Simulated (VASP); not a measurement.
# Al in VASP: notebook, part 2 of 2

VASP 6.6.1.

## (5) Single point, PBE (uniaxial strain along c: -3.0 %, then relaxed in part)

INCAR

```
SYSTEM = Al
PREC = Accurate ; ENCUT = 520
EDIFF = 1E-7 ; ISMEAR = 0
SIGMA = 0.1 ; LREAL = .FALSE.
LASPH = .TRUE. ; NELM = 80
ALGO = Normal ; ISIF = 2
LWAVE = .FALSE. ; LCHARG = .FALSE.
GGA = PE ; NBANDS = 10
```

KPOINTS

```
regular mesh
0
G
  18 18 14
  0 0 0
```

POSCAR

```
Al
1.0
    2.0472785600      2.0472785600      0.0000000000
   -2.0472785600      2.0472785600      0.0000000000
    0.0000000000      0.0000000000      3.9203722937
Al
2
Direct
    0.0000000000      0.0000000000      0.0000000000
    0.5000000000      0.5000000000      0.5000000000
```

On the command line:

```bash
$ cat potpaw_PBE.64/Al/POTCAR > POTCAR
$ mpirun -np 1 vasp_std > vasp.out
```

Wall time 30 s (1 thread of Intel Xeon 6975P-C (Granite Rapids), shared host); peak memory 0.22 GiB.

It converged, with:

| Item | Value |
| --- | --- |
| Free energy | -7.4863 eV |
| Pressure | 0.4 GPa |
| Band gap on the k mesh | zero (band 3 reaches 15.18 eV, above the bottom of band 4 at 3.67 eV) |

Stress tensor (GPa, compression positive):
```
-0.02  0.00  0.00
 0.00 -0.02  0.00
 0.00  0.00  1.31
```

Levels at points of the mesh, in eV from the Fermi level:
```
           k point  band 1  band 2  band 3  band 4  band 5  band 6  band 7  band 8
(0.00, 0.00, 0.00)  -11.17   -2.50   -1.01    4.92    5.08    5.08    8.56   12.50
(0.50, 0.00, 0.00)   -6.82   -6.82    1.53    1.53    3.25    3.25    8.87    8.87
(0.50, 0.50, 0.00)   -3.15   -3.15   -1.91   -1.91    5.44    5.44    5.75    5.75
(0.00, 0.00, 0.50)   -8.78   -8.78    7.13    7.13    7.13    7.13    7.30    7.30
(0.50, 0.00, 0.50)   -4.61   -4.61   -4.39   -4.39   10.93   10.93   10.99   10.99
(0.50, 0.50, 0.50)   -0.94   -0.94   -0.94   -0.94   -0.01   -0.01    0.96    0.96
```

Caveat: the cell differs from its parent crystal (uniaxial strain along c: -3.0 %, then relaxed in part).

## (6) Single point, PBE

This run uses another cell than the first one, of 16.50 Å³/atom, 1.016 times its volume.

INCAR

```
  PREC = Accurate
  ENCUT = 520
  EDIFF = 1E-6
  ISMEAR = 0
  SIGMA = 0.1
  LREAL = F
  LASPH = T
  NELM = 100
  ALGO = Normal
  ISIF = 2
  LWAVE = F
  LCHARG = F
  GGA = PE
  NBANDS = 10
```

KPOINTS

```
Automatic mesh
0
Gamma
  18 18 14
```

POSCAR

```
Al
1.0
    2.0208104607      2.0208104607      0.0000000000
   -2.0208104607      2.0208104607      0.0000000000
    0.0000000000      0.0000000000      4.0416209214
Al
2
Direct
    0.0000000000      0.0000000000      0.0000000000
    0.5000000000      0.5000000000      0.5000000000
```

Potentials or basis: VASP PAW PBE potentials, release 64 (Al).

On the command line:

```bash
$ cat potpaw_PBE.64/Al/POTCAR > POTCAR
$ mpirun -np 1 vasp_std > vasp.out
```

OUTCAR:

```text
PREC = Accurate
   ENCUT = 520
   EDIFF = 1E-6
   ISMEAR = 0
   LREAL = F
   LASPH = T
   NELM = 100
   ISIF = 2
   GGA = PE

 ion  position               nearest neighbor table
   1  0.000  0.000  0.000-   2 2.86   2 2.86   2 2.86   2 2.86   2 2.86   2 2.86   2 2.86   2 2.86

   2  0.500  0.500  0.500-   1 2.86   1 2.86   1 2.86   1 2.86   1 2.86   1 2.86   1 2.86   1 2.86

  LATTYP: Found a simple tetragonal cell.
 ALAT       =     2.8578575605
 C/A-ratio  =     1.4142135624

  Lattice vectors:

 A1 = (   2.0208104607,   2.0208104607,   0.0000000000)
 A2 = (  -2.0208104607,   2.0208104607,   0.0000000000)
 A3 = (   0.0000000000,   0.0000000000,   4.0416209214)

Analysis of symmetry for initial positions (statically):
=====================================================================
 Subroutine PRICEL returns following result:

  LATTYP: Found a face centered cubic cell.
 ALAT       =     4.0416209214

  Lattice vectors:

 A1 = (   0.0000000000,  -2.0208104607,  -2.0208104607)
 A2 = (   2.0208104607,   0.0000000000,  -2.0208104607)
 A3 = (   2.0208104607,  -2.0208104607,   0.0000000000)

   2 primitive cells build up your supercell.

 Routine SETGRP: Setting up the symmetry group for a
 simple tetragonal supercell.

 Subroutine GETGRP returns: Found 16 space group operations
 (whereof 16 operations were pure point group operations)
 out of a pool of 16 trial point group operations.

The static configuration has the point symmetry D_4h.

Analysis of symmetry for dynamics (positions and initial velocities):
=====================================================================
 Subroutine PRICEL returns following result:

  LATTYP: Found a face centered cubic cell.
 ALAT       =     4.0416209214

  Lattice vectors:

 A1 = (   0.0000000000,  -2.0208104607,  -2.0208104607)
 A2 = (   2.0208104607,   0.0000000000,  -2.0208104607)
 A3 = (   2.0208104607,  -2.0208104607,   0.0000000000)

[... 126 lines left out ...]
     AMIX     =   0.40;   BMIX     =  1.00
     AMIX_MAG =   1.60;   BMIX_MAG =  1.00
  volume/ion in A,a.u.               =      16.50       111.38
  Fermi-wavevector in a.u.,A,eV,Ry     =   0.927356  1.752448 11.700855  0.859989
  Thomas-Fermi vector in A             =   2.053417
   LORBIT       =      0    0 simple, 1 ext, 2 COOP (PROOUT), +10 PAW based schemes
   GGA     = PE    functional components
   LHFCALC =     F    Hartree Fock is set to
   AEXX    =    0.0000 exact exchange contribution
   IVDW    =     0    specifies the selected vdW correction
   LEPSILON=     F    determine dielectric tensor
   LRPA    =     F    only Hartree local field effects (RPA)
 non-spin polarized calculation
 Gauss-broadening in eV      SIGMA  =   0.10
  energy-cutoff  :      520.00
  volume of cell :       33.01
 maximum number of plane-waves:       912
 NGX is ok and might be reduce to    24
   NGX = 11   NGY = 11   NGZ = 15

 number of electron       6.0000000 magnetization

 Free energy of the ion-electron system (eV)
  ---------------------------------------------------
  ext. energy  EPLUGINS =         0.00000000
  ---------------------------------------------------
  free energy    TOTEN  =        -7.49359493 eV

  energy without entropy =       -7.48951858  energy(sigma->0) =       -7.49155676

 E-fermi :   7.9943     XC(G=0): -10.1956

 val. band max:        7.9897185880   @ k =   0.2222   0.2222   0.0000
 cond. band min:       7.9995616813   @ k =   0.2778   0.1667   0.4286
 fundamental gap:      0.0098430933
 Fermi energy:         7.9942517723

 k-point     1 :       0.0000    0.0000    0.0000
  band No.  band energies     occupation
      1      -3.1353      2.00000
      2       5.0739      2.00000
      3       6.3967      2.00000
      4      13.2552      0.00000
      5      13.5903      0.00000
      6      13.5903      0.00000
      7      17.0626      0.00000
      8      20.6146      0.00000
      9      20.6146      0.00000
     10      20.6150      0.00000
[... 287 lines left out ...]
 k-point    24 :       0.3333    0.1111    0.0000
  band No.  band energies     occupation
      1      -0.9150      2.00000
      2       4.8958      2.00000
      3       7.1256      2.00000
      4       8.5928      0.00000
      5      12.6395      0.00000
      6      12.6874      0.00000
      7      14.0454      0.00000
      8      18.0170      0.00000
      9      20.0305      0.00000
     10      20.0903      0.00000

 [... further k-points ...]
[... 5 lines left out ...]
  --------------------------------------------------------------------------------------
  -------------------------------------------------------------------------------------
  Total       -0.0443902     -0.0443902     -0.0008884      0.0000000      0.0000000      0.0000000
  in kB       -2.1545713     -2.1545713     -0.0431219      0.0000000      0.0000000      0.0000000
  external PRESSURE =      -1.4507548 kB  Pullay stress =       0.0000000 kB

 VOLUME and BASIS-vectors are now :
 -----------------------------------------------------------------------------
  energy-cutoff  :      520.00
  volume of cell :       33.01
      direct lattice vectors                 reciprocal lattice vectors
     2.020810461  2.020810461  0.000000000     0.247425481  0.247425481  0.000000000
    -2.020810461  2.020810461  0.000000000    -0.247425481  0.247425481  0.000000000
     0.000000000  0.000000000  4.041620921     0.000000000  0.000000000  0.247425481

 POSITION                                       TOTAL-FORCE (eV/Angst)
 -----------------------------------------------------------------------------------
      0.00000      0.00000      0.00000        -0.000000      0.000000      0.000000
      0.00000      2.02081      2.02081         0.000000     -0.000000      0.000000
 -----------------------------------------------------------------------------------
    total drift:                               -0.000000      0.000000     -0.000000

  FREE ENERGIE OF THE ION-ELECTRON SYSTEM (eV)
  ---------------------------------------------------
  free  energy   TOTEN  =        -7.4935949304 eV

  energy  without entropy=       -7.4895185817  energy(sigma->0) =       -7.49155676
```

stdout:

```text
POSCAR found type information on POSCAR Al
 POSCAR found :  1 types and       2 ions
 scaLAPACK will be used
 LDA part: xc-table for (Slater+PW92), standard interpolation
 POSCAR, INCAR and KPOINTS ok, starting setup
 FFT: planning ... GRIDC
 FFT: planning ... GRID_SOFT
 FFT: planning ... GRID
 WAVECAR not read
 entering main loop
```

Run time: 30 s. Hardware: 1 thread of Intel Xeon 6975P-C (Granite Rapids), shared host; peak memory 0.23 GiB.

What came out:

| Item | Value |
| --- | --- |
| Free energy | -7.4936 eV |
| Pressure | -0.1 GPa |
| Band gap on the k mesh | zero (band 3 reaches 15.47 eV, above the bottom of band 4 at 3.62 eV) |

## (7) Overview

| cell | gap on the mesh (eV) | pressure (GPa) |
| --- | --- | --- |
| a = 2.879, b = 2.879, c = 3.920 Å, 2 atoms | none | 1.3 |
| a = 2.869, b = 2.869, c = 3.981 Å, 2 atoms | none | 0.5 |
| a = 2.870, b = 2.870, c = 3.981 Å, 2 atoms | none | 0.4 |
| a = 2.895, b = 2.895, c = 3.920 Å, 2 atoms | none | 0.4 |
| a = 2.858, b = 2.858, c = 4.042 Å, 2 atoms | none | -0.1 |

Alike in all rows: task single point; level PBE; potentials or basis VASP PAW PBE potentials, release 64 (Al); no spin polarisation; k mesh 18 × 18 × 14; cutoff (eV) 520; smearing gaussian 0.1 eV.

Total energies depend on the potentials used, so only differences within one code and one set of settings carry meaning.
